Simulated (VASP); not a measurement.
Write the native input for VASP 6.6.1 that does the following.

| Property | Result |
| --- | --- |
| Task | single point |
| Functional | r2SCAN |
| Potentials or basis | VASP PAW PBE potentials, release 64 (Zr_sv, O) |
| Cutoff | 660 eV |
| k mesh | 8 × 8 × 8 |
| Occupations | gaussian, width 0.01 eV |
| Spin | no spin polarisation |
| Dipole correction | no |
| Further INCAR settings | ALGO = Normal; EDIFF = 1e-06; NBANDS = 19 |

The system is ZrO2.

```
Zr O
1.0
     0.00000    2.59462    2.59462
     2.59462    0.00000    2.59462
     2.59462    2.59462    0.00000
Zr O
1 2
Direct
  0.00000 0.00000 0.00000
  0.25000 0.25000 0.25000
  0.75000 0.75000 0.75000
```

The input as run:

POSCAR

```
ZrO2
1.0
    0.0000000000      2.5946226038      2.5946226038
    2.5946226038      0.0000000000      2.5946226038
    2.5946226038      2.5946226038      0.0000000000
Zr O
1 2
Direct
    0.0000000000      0.0000000000      0.0000000000
    0.2500000000      0.2500000000      0.2500000000
    0.7500000000      0.7500000000      0.7500000000
```

INCAR.step1

```
PREC = Accurate ; ENCUT = 660
ISMEAR = 0 ; SIGMA = 0.01
LREAL = F ; LASPH = T
NELM = 120 ; NBANDS = 19
GGA = PE ; ALGO = Normal
EDIFF = 1E-5 ; LWAVE = T
LCHARG = F ; GGA_COMPAT = F
```

INCAR.step2

```
PREC = Accurate ; ENCUT = 660
EDIFF = 1E-6 ; ISMEAR = 0
SIGMA = 0.01 ; LREAL = F
LASPH = T ; NELM = 120
ALGO = Normal ; ISIF = 2
LWAVE = F ; LCHARG = F
METAGGA = R2SCAN ; LMIXTAU = T
NBANDS = 19 ; ISTART = 1
GGA_COMPAT = F
```

KPOINTS

```
Automatic mesh
0
Gamma
  8 8 8
```

Potentials or basis: VASP PAW PBE potentials, release 64 (Zr_sv, O).

Run with:

```sh
$ cat potpaw_PBE.64/Zr_sv/POTCAR potpaw_PBE.64/O/POTCAR > POTCAR
$ cp INCAR.step1 INCAR
$ mpirun -np 1 vasp_std > vasp.out
$ cp INCAR.step2 INCAR
$ mpirun -np 1 vasp_std > vasp.out
```

It gave:

| Property | Result |
| --- | --- |
| Pressure | -13.3 GPa |
| Band gap on the k mesh | 3.69 eV (least direct gap 4.05 eV) |

Caveat: the cell stands under tension; the PAW data sets were made with another functional, which shifts forces and pressure a little.

Wall time 100 s on 1 thread of Intel Xeon 8259CL (shared host), peak memory 0.2 GiB.
